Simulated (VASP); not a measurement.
# BaMg6Cd (Amm2) in VASP: notebook

BaMg6Cd is run at these levels: PBE; tasks: single point.

Program: VASP 6.6.1. These are calculated values, not measurements. Logs are shortened: lines on timing, memory, paths and dates and some standing lists are left out, and cuts for length are marked.

### 1 The cell of the first run

The structure is orthorhombic, space group Amm2 (No. 38). The conventional cell has a = 5.488 Å, b = 6.965 Å, c = 11.592 Å, α = 90.00°, β = 90.00°, γ = 90.00°. Ba (site symmetry mm2) has 10 Mg at 3.33 to 3.54 Å and 2 Cd at 3.49 Å within 4.4 Å. Within 4.3 Å of Mg (site symmetry m) lie 8 Mg at 3.30 to 3.53 Å and 2 Ba at 3.33 to 3.43 Å and 2 Cd at 3.36 Å. Mg (site symmetry mm2) has 10 Mg at 3.30 to 3.39 Å and 2 Ba at 3.48 Å within 4.3 Å. Mg (site symmetry m) has 2 Cd at 3.01 to 3.75 Å and 8 Mg at 3.02 to 3.95 Å and 2 Ba at 3.54 Å within 4.0 Å. Mg (site symmetry mm2) has 10 Mg at 3.34 to 3.44 Å and 2 Cd at 3.49 Å within 4.4 Å. Within 4.0 Å of Cd (site symmetry mm2) lie 10 Mg at 3.01 to 3.75 Å and 2 Ba at 3.49 Å.

### 2 Single point, PBE (strained)

Input file INCAR:

```
PREC = Accurate
ENCUT = 520
EDIFF = 1E-7
ISMEAR = 0
SIGMA = 0.1
LREAL = F
LASPH = T
NELM = 60
ALGO = Fast
ISIF = 2
LWAVE = F
LCHARG = F
GGA = PE
NBANDS = 27
```

Input file KPOINTS:

```
Automatic mesh
0
Gamma
  8 6 6
```

Input file POSCAR:

```
BaMg6Cd
1.0
    5.4879106034      0.0000000000      0.0000000000
    0.0000000000      3.4826257527      5.7961385610
    0.0000000000     -3.4826257527      5.7961385610
Ba Mg Cd
1 6 1
Direct
    0.0000000000      0.8353467064      0.8353467064
    0.0000000000      0.3283213396      0.8349027530
    0.0000000000      0.8349027530      0.3283213396
    0.0000000000      0.3339570706      0.3339570706
    0.5000000000      0.2083138948      0.6414264877
    0.5000000000      0.6414264877      0.2083138948
    0.5000000000      0.1680704111      0.1680704111
    0.5000000000      0.6496613368      0.6496613368
```

Potentials or basis: VASP PAW PBE potentials, release 64 (Ba_sv, Mg, Cd).

Command:

```sh
cat potpaw_PBE.64/Ba_sv/POTCAR potpaw_PBE.64/Mg/POTCAR potpaw_PBE.64/Cd/POTCAR > POTCAR
mpirun -np 1 vasp_std > vasp.out
```

OUTCAR:

```text
PREC = Accurate
   ENCUT = 520
   EDIFF = 1E-7
   ISMEAR = 0
   LREAL = F
   LASPH = T
   NELM = 60
   ISIF = 2
   GGA = PE

 ion  position               nearest neighbor table
   1  0.000  0.835  0.835-   2 3.33   3 3.33   3 3.43   2 3.43   4 3.48   4 3.48   8 3.49   8 3.49
                             5 3.54   5 3.54   6 3.54   6 3.54
   2  0.000  0.328  0.835-   5 3.30   5 3.30   1 3.33   8 3.36   8 3.36   4 3.37   7 3.39   7 3.39
                             4 3.39   1 3.43   3 3.44   3 3.53
   3  0.000  0.835  0.328-   6 3.30   6 3.30   1 3.33   8 3.36   8 3.36   4 3.37   7 3.39   7 3.39
                             4 3.39   1 3.43   2 3.44   2 3.53
   4  0.000  0.334  0.334-   5 3.30   6 3.30   5 3.30   6 3.30   7 3.35   7 3.35   3 3.37   2 3.37
                             2 3.39   3 3.39   1 3.48   1 3.48
   5  0.500  0.208  0.641-   8 3.01   6 3.02   2 3.30   2 3.30   4 3.30   4 3.30   7 3.34   7 3.44
                             1 3.54   1 3.54
   6  0.500  0.641  0.208-   8 3.01   5 3.02   3 3.30   3 3.30   4 3.30   4 3.30   7 3.34   7 3.44
                             1 3.54   1 3.54
   7  0.500  0.168  0.168-   5 3.34   6 3.34   4 3.35   4 3.35   2 3.39   2 3.39   3 3.39   3 3.39
                             6 3.44   5 3.44   8 3.49   8 3.49
   8  0.500  0.650  0.650-   5 3.01   6 3.01   2 3.36   3 3.36   2 3.36   3 3.36   1 3.49   1 3.49
                             7 3.49   7 3.49

  LATTYP: Found a base centered orthorhombic cell.
 ALAT       =     6.9652515054
 B/A-ratio  =     1.6643012981
 C/A-ratio  =     0.7878984124

  Lattice vectors:

 A1 = (   0.0000000000,   3.4826257527,  -5.7961385610)
 A2 = (   0.0000000000,   3.4826257527,   5.7961385610)
 A3 = (   5.4879106034,   0.0000000000,   0.0000000000)

Analysis of symmetry for initial positions (statically):
=====================================================================
 Subroutine PRICEL returns:
 Original cell was already a primitive cell.

 Routine SETGRP: Setting up the symmetry group for a
 base centered orthorhombic supercell.

 Subroutine GETGRP returns: Found  4 space group operations
 (whereof  4 operations were pure point group operations)
 out of a pool of  8 trial point group operations.

The static configuration has the point symmetry C_2v.

Analysis of symmetry for dynamics (positions and initial velocities):
=====================================================================
 Subroutine PRICEL returns:
 Original cell was already a primitive cell.

 Routine SETGRP: Setting up the symmetry group for a
 base centered orthorhombic supercell.

 Subroutine GETGRP returns: Found  4 space group operations
 (whereof  4 operations were pure point group operations)
 out of a pool of  8 trial point group operations.

The dynamic configuration has the point symmetry C_2v.

 Subroutine INISYM returns: Found  4 space group operations
 (whereof  4 operations are pure point group operations),
 and found     1 'primitive' translations

----------------------------------------------------------------------------------------

                                     Primitive cell

  volume of cell :     221.5555

  direct lattice vectors                    reciprocal lattice vectors
     5.487910603  0.000000000  0.000000000     0.182218712  0.000000000  0.000000000
     0.000000000  3.482625753  5.796138561     0.000000000  0.143569834  0.086264328
     0.000000000 -3.482625753  5.796138561     0.000000000 -0.143569834  0.086264328

  length of vectors
     5.487910603  6.761945308  6.761945308     0.182218712  0.167492780  0.167492780

  position of ions in fractional coordinates (direct lattice)
     0.000000000  0.835346706  0.835346706
     0.000000000  0.328321340  0.834902753
     0.000000000  0.834902753  0.328321340
     0.000000000  0.333957071  0.333957071
     0.500000000  0.208313895  0.641426488
     0.500000000  0.641426488  0.208313895
     0.500000000  0.168070411  0.168070411
     0.500000000  0.649661337  0.649661337

  ion indices of the primitive-cell ions
   primitive index   ion index
                 1           1
                 2           2
                 3           3
                 4           4
                 5           5
                 6           6
                 7           7
                 8           8

----------------------------------------------------------------------------------------

 KPOINTS: Automatic mesh

Automatic generation of k-mesh.
 Grid dimensions read from file:
 generate k-points for:    8    6    6

 Generating k-lattice:

  Cartesian coordinates                     Fractional coordinates (reciprocal lattice)
     0.022777339  0.000000000  0.000000000     0.125000000  0.000000000  0.000000000
     0.000000000  0.023928306  0.014377388     0.000000000  0.166666667  0.000000000
     0.000000000 -0.023928306  0.014377388     0.000000000  0.000000000  0.166666667

  Length of vectors
     0.022777339  0.027915463  0.027915463

  Shift w.r.t. Gamma in fractional coordinates (k-lattice)
     0.000000000  0.000000000  0.000000000

 Subroutine IBZKPT returns following result:
 ===========================================

 Found     65 irreducible k-points:

 Following reciprocal coordinates:
            Coordinates               Weight
  0.000000  0.000000  0.000000      1.000000
  0.125000  0.000000  0.000000      2.000000
  0.250000  0.000000  0.000000      2.000000
  0.375000  0.000000  0.000000      2.000000
  0.500000  0.000000  0.000000      1.000000
  0.000000  0.166667  0.000000      4.000000
[... 16 lines left out ...]
  0.250000  0.166667  0.166667      4.000000
  0.375000  0.166667  0.166667      4.000000
 [... further k-points ...]
   k-points           NKPTS =     65   k-points in BZ     NKDIM =     65   number of bands    NBANDS=     27
   number of dos      NEDOS =    301   number of ions     NIONS =      8
   total plane-waves  NPLWV = 105000
   dimension x,y,z NGX =    42 NGY =   50 NGZ =   50
   dimension x,y,z NGXF=    84 NGYF=  100 NGZF=  100
   ions per type =               1   6   1
   NGX,Y,Z   is equivalent  to a cutoff of  12.72, 12.29, 12.29 a.u.
   NGXF,Y,Z  is equivalent  to a cutoff of  25.45, 24.59, 24.59 a.u.
 SYSTEM =  unknown system
   PREC   = accura    normal or accurate (medium, high low for compatibility)
   ISTART =      0    job   : 0-new  1-cont  2-samecut
   ICHARG =      2    charge: 1-file 2-atom 10-const
   ISPIN  =      1    spin polarized calculation?
   LNONCOLLINEAR =      F non collinear calculations
   LSORBIT =      F    spin-orbit coupling
   LASPH  =      T    aspherical Exc in radial PAW
   ENCUT  =  520.0 eV  38.22 Ry    6.18 a.u.  10.20 12.57 12.57*2*pi/ulx,y,z
   NELM   =     60;   NELMIN=  2; NELMDL= -5     # of ELM steps
   EDIFF  = 0.1E-06   stopping-criterion for ELM
   LREAL  =      F    real-space projection
   EDIFFG = 0.1E-05   stopping-criterion for IOM
   NSW    =      0    number of steps for IOM
   IBRION =     -1    ionic relax: 0-MD 1-quasi-New 2-CG
   NFREE  =      0    steps in history (QN), initial steepest desc. (CG)
   ISIF   =      2    stress and relaxation
   ISYM   =      2    0-nonsym 1-usesym 2-fastsym
   POTIM  = 0.5000    time-step for ionic-motion
   TEBEG  =    0.0;   TEEND  =   0.0 temperature during run
   PSTRESS=    0.0 pullay stress
   NELECT =      34.0000    total number of electrons
   NUPDOWN=      -1.0000    fix difference up-down
   EMIN   =  10.00;   EMAX   =-10.00  energy-range for DOS
   EFERMI =   0.00;   METHOD = LEGACY
   ISMEAR =     0;   SIGMA  =   0.10  broadening in eV -4-tet -1-fermi 0-gaus
   EFERMI_NEDOS =   21; number of points for ismear=-14 and -15
   IALGO  =     68    algorithm
   IMIX   =      4    mixing-type and parameters
     AMIX     =   0.40;   BMIX     =  1.00
     AMIX_MAG =   1.60;   BMIX_MAG =  1.00
  volume/ion in A,a.u.               =      27.69       186.89
  Fermi-wavevector in a.u.,A,eV,Ry     =   0.876476  1.656300 10.452146  0.768211
  Thomas-Fermi vector in A             =   1.996292
   LORBIT       =      0    0 simple, 1 ext, 2 COOP (PROOUT), +10 PAW based schemes
   GGA     = PE    functional components
   LHFCALC =     F    Hartree Fock is set to
   AEXX    =    0.0000 exact exchange contribution
   IVDW    =     0    specifies the selected vdW correction
   LEPSILON=     F    determine dielectric tensor
   LRPA    =     F    only Hartree local field effects (RPA)
 non-spin polarized calculation
 RMM-DIIS sequential band-by-band and
 Gauss-broadening in eV      SIGMA  =   0.10
  energy-cutoff  :      520.00
  volume of cell :      221.56
 maximum number of plane-waves:      5988
 NGX is ok and might be reduce to    42
   NGX = 21   NGY = 25   NGZ = 25

 number of electron      34.0000002 magnetization

 Free energy of the ion-electron system (eV)
  ---------------------------------------------------
  ext. energy  EPLUGINS =         0.00000000
  ---------------------------------------------------
  free energy    TOTEN  =       -11.17639075 eV

  energy without entropy =      -11.15736445  energy(sigma->0) =      -11.16687760

 E-fermi :   2.2187     XC(G=0):  -8.5005

 val. band max:        2.1756148646   @ k =   0.2500  -0.3333   0.3333
 cond. band min:       2.2275478020   @ k =   0.3750   0.1667   0.1667
 fundamental gap:      0.0519329375
 Fermi energy:         2.2187407406

 k-point     1 :       0.0000    0.0000    0.0000
  band No.  band energies     occupation
      1     -25.6384      2.00000
      2     -11.0612      2.00000
      3     -11.0178      2.00000
      4     -10.9601      2.00000
      5      -6.4280      2.00000
      6      -6.3958      2.00000
[... 19 lines left out ...]
     26       4.9220      0.00000
     27       5.6385      0.00000

 k-point     2 :       0.1250    0.0000    0.0000
  band No.  band energies     occupation
      1     -25.6382      2.00000
      2     -11.0600      2.00000
      3     -11.0169      2.00000
      4     -10.9684      2.00000
      5      -6.4276      2.00000
      6      -6.3963      2.00000
[... 19 lines left out ...]
     26       5.8452      0.00000
     27       5.9352      0.00000

 k-point     3 :       0.2500    0.0000    0.0000
  band No.  band energies     occupation
      1     -25.6378      2.00000
      2     -11.0570      2.00000
      3     -11.0145      2.00000
      4     -10.9885      2.00000
      5      -6.4256      2.00000
      6      -6.3974      2.00000
[... 19 lines left out ...]
     26       6.3082      0.00000
     27       6.6518      0.00000

 k-point     4 :       0.3750    0.0000    0.0000
  band No.  band energies     occupation
      1     -25.6374      2.00000
      2     -11.0540      2.00000
      3     -11.0122      2.00000
      4     -11.0082      2.00000
      5      -6.4215      2.00000
      6      -6.3984      2.00000
[... 19 lines left out ...]
     26       6.7456      0.00000
     27       6.8958      0.00000
[... 516 lines left out ...]
      4     -10.9682      2.00000
      5      -6.4264      2.00000
      6      -6.3952      2.00000
[... 19 lines left out ...]
     26       5.5363      0.00000
     27       5.7192      0.00000

 k-point    23 :       0.2500    0.1667    0.1667
  band No.  band energies     occupation
      1     -25.6378      2.00000
      2     -11.0612      2.00000
      3     -11.0158      2.00000
      4     -10.9881      2.00000
      5      -6.4243      2.00000
      6      -6.3961      2.00000
[... 19 lines left out ...]
     26       6.0807      0.00000
     27       6.4314      0.00000

 k-point    24 :       0.3750    0.1667    0.1667
  band No.  band energies     occupation
      1     -25.6374      2.00000
      2     -11.0580      2.00000
      3     -11.0135      2.00000
      4     -11.0077      2.00000
      5      -6.4202      2.00000
      6      -6.3968      2.00000
[... 19 lines left out ...]
     26       6.4366      0.00000
     27       6.9143      0.00000

 [... further k-points ...]

------------------------ aborting loop because EDIFF is reached ----------------------------------------

  FORCE on cell =-STRESS in cart. coord.  units (eV):
  Direction    XX          YY          ZZ          XY          YZ          ZX
  --------------------------------------------------------------------------------------
  -------------------------------------------------------------------------------------
  Total       -2.6747827      0.9677380      1.2137180      0.0000000      0.0000000      0.0000000
  in kB      -19.3426731      6.9981907      8.7769936      0.0000000      0.0000000      0.0000000
  external PRESSURE =      -1.1891629 kB  Pullay stress =       0.0000000 kB

 VOLUME and BASIS-vectors are now :
 -----------------------------------------------------------------------------
  energy-cutoff  :      520.00
  volume of cell :      221.56
      direct lattice vectors                 reciprocal lattice vectors
     5.487910603  0.000000000  0.000000000     0.182218712  0.000000000  0.000000000
     0.000000000  3.482625753  5.796138561     0.000000000  0.143569834  0.086264328
     0.000000000 -3.482625753  5.796138561     0.000000000 -0.143569834  0.086264328

 POSITION                                       TOTAL-FORCE (eV/Angst)
 -----------------------------------------------------------------------------------
      0.00000      0.00000      9.68357         0.000000      0.000000     -0.239513
      0.00000     -1.76423      6.74221         0.000000      0.159102      0.072018
      0.00000      1.76423      6.74221         0.000000     -0.159102      0.072018
      0.00000      0.00000      3.87132         0.000000      0.000000      0.105920
      2.74396     -1.50837      4.92521         0.000000     -0.222595     -0.038599
      2.74396      1.50837      4.92521         0.000000      0.222595     -0.038599
      2.74396      0.00000      1.94832         0.000000      0.000000     -0.100571
      2.74396      0.00000      7.53105         0.000000      0.000000      0.167325
 -----------------------------------------------------------------------------------
    total drift:                                0.000000      0.000000     -0.000657

  FREE ENERGIE OF THE ION-ELECTRON SYSTEM (eV)
  ---------------------------------------------------
  free  energy   TOTEN  =       -11.1763907499 eV

  energy  without entropy=      -11.1573644474  energy(sigma->0) =      -11.16687760
```

It took 15 min on 1 thread of Intel Xeon 8259CL, shared host; peak memory 0.61 GiB.

What came out:

```yaml
Free_energy: -11.1764 eV
Pressure: -0.1 GPa
Largest_force: 0.240 eV/Å
Band_gap_on_the_k_mesh: zero (bands 17 and 18 overlap by 1.25 eV)
```

Forces in eV/Å, atoms in the order of the input:
```
Ba   0.000  0.000 -0.240
Mg   0.000  0.159  0.072
Mg   0.000 -0.159  0.072
Mg   0.000  0.000  0.106
Mg   0.000 -0.223 -0.039
Mg   0.000  0.223 -0.039
Mg   0.000  0.000 -0.101
Cd   0.000  0.000  0.167
```

Stress tensor (GPa, compression positive):
```
-1.93  0.00  0.00
 0.00  0.70  0.00
 0.00  0.00  0.88
```

Caveat: the cell differs from its parent crystal (strained); spin-orbit coupling is left out, which moves the levels of the heavy elements.

### 3 Single point, PBE (strained)

Input file INCAR:

```
ALGO = Fast
EDIFF = 1E-7
ENCUT = 520
GGA = PE
ISIF = 2
ISMEAR = 0
LASPH = T
LCHARG = T
LELF = T
LREAL = F
LVHAR = T
LWAVE = F
NBANDS = 27
NELM = 60
PREC = Accurate
SIGMA = 0.1
```

Input file KPOINTS:

```
k-points
0
Gamma
  8 6 6
```

Input file POSCAR:

```
BaMg6Cd
1.0
    5.2005534996      0.0000000000      0.0000000000
    0.0000000000      3.6679514468      6.1278969283
    0.0000000000     -3.6679514468      6.1278969283
Ba Mg Cd
1 6 1
Direct
    0.0000000000      0.8258665258      0.8258665258
    0.0000000000      0.3352932663      0.8231263440
    0.0000000000      0.8231263440      0.3352932663
    0.0000000000      0.3388845206      0.3388845206
    0.5000000000      0.2070821330      0.6542679473
    0.5000000000      0.6542679473      0.2070821330
    0.5000000000      0.1667551581      0.1667551581
    0.5000000000      0.6487241050      0.6487241050
```

Potentials or basis: VASP PAW PBE potentials, release 64 (Ba_sv, Mg, Cd).

Command:

```sh
cat potpaw_PBE.64/Ba_sv/POTCAR potpaw_PBE.64/Mg/POTCAR potpaw_PBE.64/Cd/POTCAR > POTCAR
mpirun -np 1 vasp_std > vasp.out
```

Wall time 15 min (1 thread of Intel Xeon 8259CL, shared host); peak memory 0.64 GiB.

Results (log left out):

| Item | Value |
| --- | --- |
| Free energy | -11.2263 eV |
| Pressure | -1.1 GPa |
| Largest force | 0.310 eV/Å |
| Band gap on the k mesh | zero (bands 17 and 18 overlap by 1.56 eV) |

Forces on the atoms (eV/Å):
```
Ba   0.000  0.000  0.310
Mg   0.000  0.003 -0.052
Mg   0.000 -0.003 -0.052
Mg   0.000  0.000  0.053
Mg   0.000  0.140  0.002
Mg   0.000 -0.140  0.002
Mg   0.000  0.000  0.000
Cd   0.000  0.000 -0.262
```

Stress tensor (GPa, compression positive):
```
-0.59  0.00  0.00
 0.00 -1.97  0.00
 0.00  0.00 -0.87
```

Levels at points of the mesh, in eV from the Fermi level:
```
           k point  band 15  band 16  band 17  band 18  band 19  band 20
(0.00, 0.00, 0.00)    -1.17    -1.14    -0.53     0.16     1.20     1.32
(0.50, 0.00, 0.00)    -1.29    -1.03    -0.99    -0.96    -0.88     0.48
(0.00, 0.50, 0.00)    -0.42    -0.01     0.60     0.66     0.71     0.88
(0.50, 0.50, 0.00)    -1.13    -1.07    -0.94     0.53     0.89     1.16
(0.00, 0.50, 0.50)    -0.22    -0.19     0.38     0.71     0.98     1.14
(0.50, 0.50, 0.50)    -1.58    -1.24    -1.05     0.59     0.98     1.23
```

Caveat: the cell differs from its parent crystal (strained); spin-orbit coupling is left out, which moves the levels of the heavy elements.

The gap in the log of VASP goes by the Fermi energy; the results here count the filled bands.